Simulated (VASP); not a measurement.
Wanted: the native input for a VASP 6.6.1 run.

```yaml
Task: single point
Functional: PBE
Potentials_or_basis: VASP PAW PBE potentials, release 64 (Pb_d, S)
Cutoff: 500 eV
k_mesh: 6 × 6 × 6
Occupations: gaussian, width 0.1 eV
Spin: no spin polarisation
Hubbard_terms: S p U = 3.1 eV
Dipole_correction: no
Further_INCAR_settings: ALGO = Normal; EDIFF = 1e-06; NBANDS = 17
```

The structure of PbS lies in POSCAR:

```
PbS
1.0
    2.1126617058      1.2197458045      3.4519162518
   -2.1126617058      1.2197458045      3.4519162518
    0.0000000000     -2.4394916091      3.4519162518
Pb S
1 1
Direct
    0.9805657800      0.9805657800      0.9805657800
    0.4750355500      0.4750355500      0.4750355500
```

These files were run (other wordings do the same):

INCAR

```
SYSTEM = PbS
PREC = Accurate ; ENCUT = 500
EDIFF = 1E-6 ; ISMEAR = 0
SIGMA = 0.1 ; LREAL = .False.
LASPH = .True. ; NELM = 200
ALGO = Normal ; ISIF = 2
LWAVE = .False. ; LCHARG = .False.
LDAU = .True. ; LDAUTYPE = 2
LDAUL = -1 1 ; LDAUU = 0 3.1
LDAUJ = 0 0 ; LDAUPRINT = 1
GGA = PE ; NBANDS = 17
GGA_COMPAT = .False.
```

KPOINTS

```
regular mesh
0
Gamma
  6 6 6
  0 0 0
```

Potentials or basis: VASP PAW PBE potentials, release 64 (Pb_d, S).

The run is started by

```bash
$ cat potpaw_PBE.64/Pb_d/POTCAR potpaw_PBE.64/S/POTCAR > POTCAR
$ mpirun -np 1 vasp_std > vasp.out
```

Results of the run:

```json
{"Pressure": "1.1 GPa", "Largest force": "0.012 eV/Å", "Band gap on the k mesh": "0.38 eV"}
```

Caveat: spin-orbit coupling is left out, which moves the levels of the heavy elements.

Wall time 18 s on 1 thread of Intel(R) Xeon(R) Platinum 8259CL CPU @ 2.50GHz (Skylake/Cascade Lake), with other jobs on the host, peak memory 0.18 GiB.
